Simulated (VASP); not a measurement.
# Y (Fm-3m) in VASP: further runs

Runs on Y. Level: PBEsol. Tasks: single point.

Everything below comes from runs of VASP 6.6.1. Logs are shortened: lines on timing, memory, paths and dates and some standing lists are left out, and cuts for length are marked.

## Step 1: The cell of the first run

The structure is cubic, space group Fm-3m (No. 225). Conventional cell: a = 4.379 Å, b = 4.379 Å, c = 4.379 Å, α = 90.00°, β = 90.00°, γ = 90.00°. Y (site symmetry m-3m) has 12 Y at 3.10 Å within 4.1 Å.

This isn't the form of Y at room conditions, which is hcp.

## Step 2: Single point, PBEsol (20.99 Å³/atom)

Input file INCAR:

```
PREC     = Accurate       # precision mode
ENCUT    = 520            # plane-wave cutoff, eV
EDIFF    = 1E-6           # SCF threshold, eV
ISMEAR   = -1             # smearing method
SIGMA    = 0.05           # smearing width, eV
LREAL    = False          # projectors in reciprocal space
LASPH    = True           # aspherical terms in the spheres
NELM     = 100            # most SCF steps
ALGO     = Normal         # electronic algorithm
ISIF     = 2              # what is computed and relaxed
LWAVE    = False          # write WAVECAR
LCHARG   = True           # write CHGCAR
GGA      = PS             # functional
LELF     = True           # ELF
LVHAR    = True         
NBANDS   = 12             # bands
```

Input file KPOINTS:

```
Automatic mesh
0
Gamma
  15 15 15
```

Input file POSCAR:

```
Y
1.0
    0.0000000000      2.1894502361      2.1894502361
    2.1894502361      0.0000000000      2.1894502361
    2.1894502361      2.1894502361      0.0000000000
Y
1
Direct
    0.0000000000      0.0000000000      0.0000000000
```

Potentials or basis: VASP PAW PBE potentials, release 64 (Y_sv).

Command:

```bash
$ cat potpaw_PBE.64/Y_sv/POTCAR > POTCAR
$ mpirun -np 1 vasp_std > vasp.out
```

OUTCAR:

```text
PREC = Accurate
   ENCUT = 520
   EDIFF = 1E-6
   ISMEAR = -1
   LREAL = False
   LASPH = True
   NELM = 100
   ISIF = 2
   GGA = PS

 ion  position               nearest neighbor table
   1  0.000  0.000  0.000-

  LATTYP: Found a face centered cubic cell.
 ALAT       =     4.3789004722

  Lattice vectors:

 A1 = (   0.0000000000,   2.1894502361,   2.1894502361)
 A2 = (   2.1894502361,   0.0000000000,   2.1894502361)
 A3 = (   2.1894502361,   2.1894502361,   0.0000000000)

Analysis of symmetry for initial positions (statically):
=====================================================================
 Subroutine PRICEL returns:
 Original cell was already a primitive cell.

 Routine SETGRP: Setting up the symmetry group for a
 face centered cubic supercell.

 Subroutine GETGRP returns: Found 48 space group operations
 (whereof 48 operations were pure point group operations)
 out of a pool of 48 trial point group operations.

The static configuration has the point symmetry O_h .

Analysis of symmetry for dynamics (positions and initial velocities):
=====================================================================
 Subroutine PRICEL returns:
 Original cell was already a primitive cell.

 Routine SETGRP: Setting up the symmetry group for a
 face centered cubic supercell.

 Subroutine GETGRP returns: Found 48 space group operations
 (whereof 48 operations were pure point group operations)
 out of a pool of 48 trial point group operations.

The dynamic configuration has the point symmetry O_h .

 Subroutine INISYM returns: Found 48 space group operations
 (whereof 48 operations are pure point group operations),
 and found     1 'primitive' translations

----------------------------------------------------------------------------------------

                                     Primitive cell

  volume of cell :      20.9911

  direct lattice vectors                    reciprocal lattice vectors
     0.000000000  2.189450236  2.189450236    -0.228367830  0.228367830  0.228367830
     2.189450236  0.000000000  2.189450236     0.228367830 -0.228367830  0.228367830
     2.189450236  2.189450236  0.000000000     0.228367830  0.228367830 -0.228367830

  length of vectors
     3.096350218  3.096350218  3.096350218     0.395544685  0.395544685  0.395544685

  position of ions in fractional coordinates (direct lattice)
     0.000000000  0.000000000  0.000000000

  ion indices of the primitive-cell ions
   primitive index   ion index
                 1           1

----------------------------------------------------------------------------------------

 KPOINTS: Automatic mesh

Automatic generation of k-mesh.
 Grid dimensions read from file:
 generate k-points for:   15   15   15

 Generating k-lattice:

  Cartesian coordinates                     Fractional coordinates (reciprocal lattice)
    -0.015224522  0.015224522  0.015224522     0.066666667  0.000000000  0.000000000
     0.015224522 -0.015224522  0.015224522     0.000000000  0.066666667  0.000000000
     0.015224522  0.015224522 -0.015224522     0.000000000  0.000000000  0.066666667

  Length of vectors
     0.026369646  0.026369646  0.026369646

  Shift w.r.t. Gamma in fractional coordinates (k-lattice)
     0.000000000  0.000000000  0.000000000

 Subroutine IBZKPT returns following result:
 ===========================================

 Found    120 irreducible k-points:

 Following reciprocal coordinates:
            Coordinates               Weight
  0.000000  0.000000  0.000000      1.000000
  0.066667  0.000000  0.000000      8.000000
  0.133333  0.000000  0.000000      8.000000
  0.200000  0.000000  0.000000      8.000000
  0.266667  0.000000  0.000000      8.000000
  0.333333  0.000000  0.000000      8.000000
[... 16 lines left out ...]
  0.133333  0.133333  0.000000      6.000000
  0.200000  0.133333  0.000000     24.000000
 [... further k-points ...]
   k-points           NKPTS =    120   k-points in BZ     NKDIM =    120   number of bands    NBANDS=     12
   number of dos      NEDOS =    301   number of ions     NIONS =      1
   total plane-waves  NPLWV =  13824
   dimension x,y,z NGX =    24 NGY =   24 NGZ =   24
   dimension x,y,z NGXF=    48 NGYF=   48 NGZF=   48
   ions per type =               1
   NGX,Y,Z   is equivalent  to a cutoff of  12.89, 12.89, 12.89 a.u.
   NGXF,Y,Z  is equivalent  to a cutoff of  25.77, 25.77, 25.77 a.u.
 SYSTEM =  unknown system
   PREC   = accura    normal or accurate (medium, high low for compatibility)
   ISTART =      0    job   : 0-new  1-cont  2-samecut
   ICHARG =      2    charge: 1-file 2-atom 10-const
   ISPIN  =      1    spin polarized calculation?
   LNONCOLLINEAR =      F non collinear calculations
   LSORBIT =      F    spin-orbit coupling
   LASPH  =      T    aspherical Exc in radial PAW
   ENCUT  =  520.0 eV  38.22 Ry    6.18 a.u.   5.76  5.76  5.76*2*pi/ulx,y,z
   NELM   =    100;   NELMIN=  2; NELMDL= -5     # of ELM steps
   EDIFF  = 0.1E-05   stopping-criterion for ELM
   LREAL  =      F    real-space projection
   EDIFFG = 0.1E-04   stopping-criterion for IOM
   NSW    =      0    number of steps for IOM
   IBRION =     -1    ionic relax: 0-MD 1-quasi-New 2-CG
   NFREE  =      0    steps in history (QN), initial steepest desc. (CG)
   ISIF   =      2    stress and relaxation
   ISYM   =      2    0-nonsym 1-usesym 2-fastsym
   POTIM  = 0.5000    time-step for ionic-motion
   TEBEG  =    0.0;   TEEND  =   0.0 temperature during run
   PSTRESS=    0.0 pullay stress
   NELECT =      11.0000    total number of electrons
   NUPDOWN=      -1.0000    fix difference up-down
   EMIN   =  10.00;   EMAX   =-10.00  energy-range for DOS
   EFERMI =   0.00;   METHOD = LEGACY
   ISMEAR =    -1;   SIGMA  =   0.05  broadening in eV -4-tet -1-fermi 0-gaus
   EFERMI_NEDOS =   21; number of points for ismear=-14 and -15
   IALGO  =     38    algorithm
   IMIX   =      4    mixing-type and parameters
     AMIX     =   0.40;   BMIX     =  1.00
     AMIX_MAG =   1.60;   BMIX_MAG =  1.00
  volume/ion in A,a.u.               =      20.99       141.65
  Fermi-wavevector in a.u.,A,eV,Ry     =   1.319858  2.494171 23.701703  1.742026
  Thomas-Fermi vector in A             =   2.449726
   LORBIT       =      0    0 simple, 1 ext, 2 COOP (PROOUT), +10 PAW based schemes
   GGA     = PS    functional components
   LHFCALC =     F    Hartree Fock is set to
   AEXX    =    0.0000 exact exchange contribution
   IVDW    =     0    specifies the selected vdW correction
   LEPSILON=     F    determine dielectric tensor
   LRPA    =     F    only Hartree local field effects (RPA)
 non-spin polarized calculation
  energy-cutoff  :      520.00
  volume of cell :       20.99
 maximum number of plane-waves:       578
   NGX = 11   NGY = 11   NGZ = 11

 number of electron      11.0000001 magnetization

 Free energy of the ion-electron system (eV)
  ---------------------------------------------------
  ext. energy  EPLUGINS =         0.00000000
  ---------------------------------------------------
  free energy    TOTEN  =        -6.13361572 eV

  energy without entropy =       -6.12445682  energy(sigma->0) =       -6.12903627

 E-fermi :   5.3652     XC(G=0): -11.4539

 val. band max:        5.3597993894   @ k =  -0.3333   0.2667   0.0000
 cond. band min:       5.4005028356   @ k =   0.3333   0.2000   0.0667
 fundamental gap:      0.0407034462
 Fermi energy:         5.3652157086

 k-point     1 :       0.0000    0.0000    0.0000
  band No.  band energies     occupation
      1     -36.5037      2.00000
      2     -15.4496      2.00000
      3     -15.4496      2.00000
      4     -15.4496      2.00000
      5       0.3826      2.00000
      6       7.5546      0.00000
      7       7.5546      0.00000
      8       7.5546      0.00000
      9      10.9090      0.00000
     10      10.9090      0.00000
     11      15.6000      0.00000
     12      20.3631      0.00000

 k-point     2 :       0.0667    0.0000    0.0000
  band No.  band energies     occupation
      1     -36.4876      2.00000
      2     -15.5571      2.00000
      3     -15.4614      2.00000
      4     -15.4614      2.00000
      5       0.5751      2.00000
      6       7.3507      0.00000
      7       7.6414      0.00000
      8       7.6414      0.00000
      9      10.7815      0.00000
     10      10.7815      0.00000
     11      16.0284      0.00000
     12      19.7124      0.00000

 k-point     3 :       0.1333    0.0000    0.0000
  band No.  band energies     occupation
      1     -36.4419      2.00000
      2     -15.8518      2.00000
      3     -15.4942      2.00000
      4     -15.4942      2.00000
      5       1.1038      2.00000
      6       6.8938      0.00000
      7       7.8486      0.00000
      8       7.8486      0.00000
      9      10.5296      0.00000
     10      10.5296      0.00000
     11      16.9870      0.00000
     12      18.7743      0.00000
[... 286 lines left out ...]
 k-point    23 :       0.1333    0.1333    0.0000
  band No.  band energies     occupation
      1     -36.4215      2.00000
      2     -15.8418      2.00000
      3     -15.5793      2.00000
      4     -15.5793      2.00000
      5       1.3446      2.00000
      6       6.4474      0.00000
      7       8.1590      0.00000
      8       8.1590      0.00000
      9       9.4168      0.00000
     10      11.2449      0.00000
     11      17.6761      0.00000
     12      19.9144      0.00000

 k-point    24 :       0.2000    0.1333    0.0000
  band No.  band energies     occupation
      1     -36.3707      2.00000
      2     -16.1096      2.00000
      3     -15.6433      2.00000
      4     -15.6261      2.00000
      5       1.8981      2.00000
      6       6.0169      0.00000
      7       8.2286      0.00000
      8       8.4518      0.00000
      9       9.1471      0.00000
     10      11.3898      0.00000
     11      18.6467      0.00000
     12      19.4861      0.00000

 [... further k-points ...]

------------------------ aborting loop because EDIFF is reached ----------------------------------------

  FORCE on cell =-STRESS in cart. coord.  units (eV):
  Direction    XX          YY          ZZ          XY          YZ          ZX
  --------------------------------------------------------------------------------------
  -------------------------------------------------------------------------------------
  Total        3.7667923      3.7667923      3.7667923      0.0000000      0.0000000      0.0000000
  in kB      287.5060777    287.5060777    287.5060777      0.0000000      0.0000000      0.0000000
  external PRESSURE =     287.5060777 kB  Pullay stress =       0.0000000 kB

 VOLUME and BASIS-vectors are now :
 -----------------------------------------------------------------------------
  energy-cutoff  :      520.00
  volume of cell :       20.99
      direct lattice vectors                 reciprocal lattice vectors
     0.000000000  2.189450236  2.189450236    -0.228367830  0.228367830  0.228367830
     2.189450236  0.000000000  2.189450236     0.228367830 -0.228367830  0.228367830
     2.189450236  2.189450236  0.000000000     0.228367830  0.228367830 -0.228367830

 POSITION                                       TOTAL-FORCE (eV/Angst)
 -----------------------------------------------------------------------------------
      0.00000      0.00000      0.00000         0.000000      0.000000     -0.000000
 -----------------------------------------------------------------------------------
    total drift:                               -0.000000      0.000000      0.000000

  FREE ENERGIE OF THE ION-ELECTRON SYSTEM (eV)
  ---------------------------------------------------
  free  energy   TOTEN  =        -6.1336157179 eV

  energy  without entropy=       -6.1244568173  energy(sigma->0) =       -6.12903627
```

It took 13 s on 1 thread of AMD EPYC 9R45 (Zen 5), shared host; peak memory 0.15 GiB.

Results:

```
Free energy            : -6.1336 eV
Pressure               : 28.8 GPa
Band gap on the k mesh : zero (an odd number of electrons rules out a gap without spin polarisation)
```

Caveat: the cell stands under pressure; the PAW data sets were made with another functional, which shifts forces and pressure a little.

## Step 3: Single point, PBEsol

Input file INCAR:

```
  ALGO = Normal
  EDIFF = 1E-6
  ENCUT = 520
  GGA = PS
  ISIF = 2
  ISMEAR = -1
  LASPH = T
  LCHARG = T
  LELF = T
  LREAL = F
  LVHAR = T
  LWAVE = F
  NBANDS = 12
  NELM = 100
  PREC = Accurate
  SIGMA = 0.05
```

Input file KPOINTS:

```
k-points
0
Gamma
  15 15 15
```

Input file POSCAR:

```
Y
1.0
    0.0000000000      2.1902401785      2.1902401785
    2.1902401785      0.0000000000      2.1902401785
    2.1902401785      2.1902401785      0.0000000000
Y
1
Direct
    0.0000000000      0.0000000000      0.0000000000
```

Potentials or basis: VASP PAW PBE potentials, release 64 (Y_sv).

Command:

```bash
$ cat potpaw_PBE.64/Y_sv/POTCAR > POTCAR
$ mpirun -np 1 vasp_std > vasp.out
```

It took 13 s on 1 thread of AMD EPYC 9R45 (Zen 5), shared host; peak memory 0.14 GiB.

Results (log left out):

```
Free energy            : -6.1377 eV
Pressure               : 28.6 GPa
Band gap on the k mesh : zero (an odd number of electrons rules out a gap without spin polarisation)
```

Levels at points of the mesh, in eV from the Fermi level:
```
           k point  band 1  band 2  band 3  band 4  band 5  band 6  band 7  band 8  band 9  band 10
(0.00, 0.00, 0.00)  -41.87  -20.82  -20.82  -20.82   -4.98    2.19    2.19    2.19    5.54     5.54
```

Caveat: the cell stands under pressure; the PAW data sets were made with another functional, which shifts forces and pressure a little.

## Step 4: Single point, PBEsol

Input file INCAR:

```
SYSTEM = Y
ALGO = Normal ; EDIFF = 1E-6
ENCUT = 520 ; GGA = PS
ISIF = 2 ; ISMEAR = -1
LASPH = .True. ; LCHARG = .False.
LREAL = .False. ; LWAVE = .False.
NBANDS = 12 ; NELM = 80
PREC = Accurate ; SIGMA = 0.05
```

Input file KPOINTS:

```
k-points
0
Gamma
  15 15 15
  0 0 0
```

POSCAR is that of step 3.

Command:

```bash
$ cat potpaw_PBE.64/Y_sv/POTCAR > POTCAR
$ mpirun -np 1 vasp_std > vasp.out
```

Run time: 14 s. Hardware: 1 thread of AMD EPYC 9R45 (Zen 5), shared host; peak memory 0.14 GiB.

It converged, with:

```yaml
Free_energy: -6.1377 eV
Pressure: 28.6 GPa
Band_gap_on_the_k_mesh: zero (an odd number of electrons rules out a gap without spin polarisation)
```

Levels at points of the mesh, in eV from the Fermi level:
| k point | band 2 | band 3 | band 4 | band 5 | band 6 | band 7 | band 8 | band 9 |
| --- | --- | --- | --- | --- | --- | --- | --- | --- |
| (0.00, 0.00, 0.00) | -20.82 | -20.82 | -20.82 | -4.98 | 2.19 | 2.19 | 2.19 | 5.54 |

Caveat: the cell stands under pressure; the PAW data sets were made with another functional, which shifts forces and pressure a little.

## Step 5: Single point, PBEsol

This run uses another cell than the first one, of 30.87 Å³/atom.

Input file INCAR:

```
SYSTEM = Y
PREC     = Accurate       ! precision mode
ENCUT    = 520            ! plane-wave cutoff, eV
EDIFF    = 1E-7           ! SCF threshold, eV
ISMEAR   = -1             ! smearing method
SIGMA    = 0.05           ! smearing width, eV
LREAL    = .False.        ! projectors in reciprocal space
LASPH    = .True.         ! aspherical terms in the spheres
NELM     = 60             ! most SCF steps
ALGO     = Normal         ! electronic algorithm
ISIF     = 2              ! what is computed and relaxed
LWAVE    = .False.        ! write WAVECAR
LCHARG   = .True.         ! write CHGCAR
GGA      = PS             ! functional
LELF     = .True.         ! ELF
LVHAR    = .True.       
NBANDS   = 12             ! bands
```

Input file KPOINTS:

```
Automatic mesh
0
Gamma
  14 14 14
  0 0 0
```

Input file POSCAR:

```
Y
1.0
    0.0000000000      2.4898056092      2.4898056092
    2.4898056092      0.0000000000      2.4898056092
    2.4898056092      2.4898056092      0.0000000000
Y
1
Direct
    0.0000000000      0.0000000000      0.0000000000
```

Command:

```bash
$ cat potpaw_PBE.64/Y_sv/POTCAR > POTCAR
$ mpirun -np 1 vasp_std > vasp.out
```

Run time: 22 s. Hardware: 1 thread of AMD EPYC 9R45 (Zen 5), shared host; peak memory 0.17 GiB.

The run converged. Its results:

| Property | Result |
| --- | --- |
| Free energy | -6.8077 eV |
| Pressure | -0.2 GPa |
| Band gap on the k mesh | zero (an odd number of electrons rules out a gap without spin polarisation) |

Levels at points of the mesh, in eV from the Fermi level:
```
           k point  band 1  band 2  band 3  band 4  band 5  band 6  band 7  band 8  band 9  band 10
(0.00, 0.00, 0.00)  -42.47  -22.14  -22.14  -22.14   -4.86    1.82    1.82    1.82    3.97     3.97
(0.50, 0.00, 0.00)  -42.39  -22.83  -22.23  -22.23   -2.07    0.78    1.64    1.64    5.54     5.54
(0.50, 0.50, 0.00)  -42.36  -22.78  -22.39  -22.39   -1.89   -0.99    2.31    5.55    5.99     5.99
```

Caveat: the PAW data sets were made with another functional, which shifts forces and pressure a little.

## Step 6: The runs side by side

```tsv
cell	k mesh	gap on the mesh (eV)	pressure (GPa)
a = 3.096 Å, angles 60.0°, 1 atom	15 × 15 × 15	none	28.8
a = 3.097 Å, angles 60.0°, 1 atom	15 × 15 × 15	none	28.6
a = 3.521 Å, angles 60.0°, 1 atom	14 × 14 × 14	none	-0.2
```

Alike in all rows: task single point; level PBEsol; potentials or basis VASP PAW PBE potentials, release 64 (Y_sv); no spin polarisation; cutoff (eV) 520; smearing fermi-dirac 0.05 eV.

Caveats: the PAW data sets were made with another functional, which shifts forces and pressure a little; the cell stands under pressure (at least some runs).

Total energies depend on the potentials used, so only differences within one code and one set of settings carry meaning.
